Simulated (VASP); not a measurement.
# HfN (Pm-3m) in VASP: notebook, part 2 of 2

VASP 6.6.1. The steps go on from the part before.

### 4 Vibrations by perturbation theory, PBEsol

Contents of INCAR:

```
ALGO = Normal ; EDIFF = 1E-8
ENCUT = 520 ; GGA = PS
IBRION = 8 ; ISIF = 2
ISMEAR = -1 ; LASPH = True
LCHARG = True ; LREAL = False
LWAVE = False ; NBANDS = 14
NELM = 100 ; NSW = 1
PREC = Accurate ; SIGMA = 0.05
```

Contents of KPOINTS:

```
k-points
0
Gamma
  9 9 9
```

Contents of POSCAR:

```
HfN
1.0
    2.8250300000      0.0000000000      0.0000000000
    0.0000000000      2.8250300000      0.0000000000
    0.0000000000      0.0000000000      2.8250300000
Hf N
1 1
Direct
    0.5000000000      0.5000000000      0.5000000000
    0.0000000000      0.0000000000      0.0000000000
```

Potentials or basis: VASP PAW PBE potentials, release 64 (Hf_pv, N).

Command:

```sh
$ cat potpaw_PBE.64/Hf_pv/POTCAR potpaw_PBE.64/N/POTCAR > POTCAR
$ mpirun -np 1 vasp_std > vasp.out
```

OUTCAR:

```text
EDIFF = 1E-8
   ENCUT = 520
   GGA = PS
   IBRION = 8
   ISIF = 2
   ISMEAR = -1
   LASPH = True
   LREAL = False
   NELM = 100
   NSW = 1
   PREC = Accurate

 ion  position               nearest neighbor table
   1  0.500  0.500  0.500-   2 2.45   2 2.45   2 2.45   2 2.45   2 2.45   2 2.45   2 2.45   2 2.45

   2  0.000  0.000  0.000-   1 2.45   1 2.45   1 2.45   1 2.45   1 2.45   1 2.45   1 2.45   1 2.45

  LATTYP: Found a simple cubic cell.
 ALAT       =     2.8250300000

  Lattice vectors:

 A1 = (   2.8250300000,   0.0000000000,   0.0000000000)
 A2 = (   0.0000000000,   2.8250300000,   0.0000000000)
 A3 = (   0.0000000000,   0.0000000000,   2.8250300000)

Analysis of symmetry for initial positions (statically):
=====================================================================
 Subroutine PRICEL returns:
 Original cell was already a primitive cell.

 Routine SETGRP: Setting up the symmetry group for a
[... 637 lines left out ...]

 INTERNAL STRAIN TENSOR  FOR ION    2  DIRECTION 1   (eV/Angst):
 -----------------------------------------------------------------------------
    -0.00249  0.00000 -0.00000
     0.00000  0.00750 -0.00000
     0.00000 -0.00000  0.00750

 INTERNAL STRAIN TENSOR FOR ION    2 for displacements in x,y,z  (eV/Angst):
          X           Y           Z          XY          YZ          ZX
  --------------------------------------------------------------------------------
  x     0.00000     0.00000     0.00000     0.00000     0.00000     0.00000
  y     0.00000     0.00000     0.00000     0.00000     0.00000     0.00000
  z     0.00000     0.00000     0.00000     0.00000     0.00000     0.00000

 SECOND DERIVATIVES (NOT SYMMETRIZED)
 ------------------------------------
               1X          1Y          1Z          2X          2Y          2Z
  1X    -2.470230    0.000000   -0.000000    2.470230   -0.000000    0.000000
  1Y     0.000000   -2.470230   -0.000000   -0.000000    2.470230    0.000000
  1Z    -0.000000   -0.000000   -2.470230    0.000000    0.000000    2.470230
  2X     2.474961   -0.000000    0.000000   -2.474961    0.000000    0.000000
  2Y    -0.000000    2.474961   -0.000000    0.000000   -2.474961    0.000000
  2Z     0.000000    0.000000    2.474961   -0.000000   -0.000000   -2.474961

 Eigenvectors and eigenvalues of the dynamical matrix
 ----------------------------------------------------

   1 f  =    6.825328 THz    42.884798 2PiTHz  227.668424 cm-1    28.227274 meV
             X         Y         Z           dx          dy          dz
      1.412515  1.412515  1.412515    -0.000000   -0.269457    0.000000
      0.000000  0.000000  0.000000    -0.000000    0.963012    0.000000
[... 21 lines left out ...]
   6 f/i=    0.001694 THz     0.010646 2PiTHz    0.056519 cm-1     0.007007 meV
             X         Y         Z           dx          dy          dz
      1.412515  1.412515  1.412515    -0.000000   -0.963012    0.000000
      0.000000  0.000000  0.000000    -0.000000   -0.269457    0.000000

--------------------------------------------------------------------------------------------------------

 ELASTIC MODULI CONTR FROM IONIC RELAXATION (kBar)
 Direction    XX          YY          ZZ          XY          YZ          ZX
 --------------------------------------------------------------------------------
 XX           0.0000      0.0000      0.0000      0.0000      0.0000      0.0000
 YY           0.0000      0.0000      0.0000      0.0000      0.0000      0.0000
 ZZ           0.0000      0.0000      0.0000      0.0000      0.0000      0.0000
 XY           0.0000      0.0000      0.0000      0.0000      0.0000      0.0000
 YZ           0.0000      0.0000      0.0000      0.0000      0.0000      0.0000
 ZX           0.0000      0.0000      0.0000      0.0000      0.0000      0.0000
 --------------------------------------------------------------------------------
```

OSZICAR:

```text
N       E                     dE             d eps       ncg     rms          rms(c)
DAV:   1     0.289372033008E+02    0.28937E+02   -0.79806E+03   980   0.103E+03
DAV:   2    -0.220011114358E+02   -0.50938E+02   -0.47006E+02  1256   0.223E+02
[... 49 lines left out ...]
RMM:   7    -0.228976099397E+00    0.16563E-04   -0.24993E-08  3391   0.170E-03    0.610E-04
RMM:   8    -0.228977195420E+00   -0.10960E-05   -0.48794E-08  3565   0.337E-04    0.336E-04
RMM:   9    -0.228977234974E+00   -0.39554E-07    0.22996E-08  3550   0.173E-04    0.308E-05
RMM:  10    -0.228976830269E+00    0.40470E-06    0.74629E-10  3393   0.455E-05    0.190E-05
RMM:  11    -0.228976883989E+00   -0.53720E-07   -0.61244E-09  3667   0.107E-05    0.597E-06
RMM:  12    -0.228976875044E+00    0.89450E-08    0.19811E-09  2998   0.267E-06    0.215E-06
 Linear response finished
```

Wall time 49 s (1 thread of Intel Xeon Platinum 8488C (Sapphire Rapids), shared host); peak memory 0.19 GiB.

Results:

- Highest phonon frequency at Γ, LO-TO splitting left out: 228 cm⁻¹

Phonon frequencies in cm⁻¹ (negative: imaginary):
```csv
q point,frequencies
"(0.000, 0.000, 0.000)",0 0 0 228 228 228
```

Caveat: the cell wasn't relaxed at this level first, which shifts response properties; spin-orbit coupling is left out, which moves the levels of the heavy elements.

### 5 Density of states, PBE

POSCAR is that of step 4.

Contents of INCAR.step1:

```
PREC = Accurate ; ENCUT = 520
EDIFF = 1E-6 ; ISMEAR = -1
SIGMA = 0.05 ; LREAL = False
LASPH = True ; NELM = 120
ALGO = Normal ; ISIF = 2
LWAVE = False ; LCHARG = True
LMAXMIX = 4 ; GGA = PE
NBANDS = 14 ; GGA_COMPAT = False
NEDOS = 2001 ; LORBIT = 11
```

Contents of KPOINTS.step1:

```
regular mesh
0
Gamma
  9 9 9
```

Contents of INCAR.step2:

```
PREC = Accurate ; ENCUT = 520
EDIFF = 1E-6 ; ISMEAR = -5
SIGMA = 0.05 ; LREAL = False
LASPH = True ; NELM = 120
ALGO = Normal ; ISIF = 2
LWAVE = False ; LCHARG = False
LMAXMIX = 4 ; GGA = PE
LORBIT = 11 ; NEDOS = 1001
ICHARG = 11 ; GGA_COMPAT = False
```

Contents of KPOINTS.step2:

```
regular mesh
0
Gamma
  14 14 14
```

Command:

```sh
$ cat potpaw_PBE.64/Hf_pv/POTCAR potpaw_PBE.64/N/POTCAR > POTCAR
$ cp INCAR.step1 INCAR
$ cp KPOINTS.step1 KPOINTS
$ mpirun -np 1 vasp_std > vasp.out
$ cp INCAR.step2 INCAR
$ cp KPOINTS.step2 KPOINTS
$ mpirun -np 1 vasp_std > vasp.out
```

It took 16 s on 1 thread of Intel Xeon 6975P-C, shared host; peak memory 0.16 GiB.

The run converged. Its results:

```
Valence electrons inside the program's atomic spheres : Hf 8.57; N 3.66
```

Levels at points of the mesh, in eV from the Fermi level:
| k point | band 5 | band 6 | band 7 | band 8 | band 9 | band 10 | band 11 |
| --- | --- | --- | --- | --- | --- | --- | --- |
| (0.00, 0.00, 0.00) | -2.36 | -2.36 | -1.02 | -1.02 | -1.02 | 3.37 | 6.40 |
| (0.50, 0.00, 0.00) | -7.66 | -2.57 | -2.57 | -1.14 | 5.73 | 7.01 | 7.17 |
| (0.50, 0.50, 0.00) | -3.93 | -3.93 | -1.37 | -0.47 | 2.65 | 3.15 | 3.15 |
| (0.50, 0.50, 0.50) | -6.71 | -6.71 | -6.71 | 7.84 | 7.84 | 7.84 | 9.53 |

Caveat: spin-orbit coupling is left out, which moves the levels of the heavy elements.
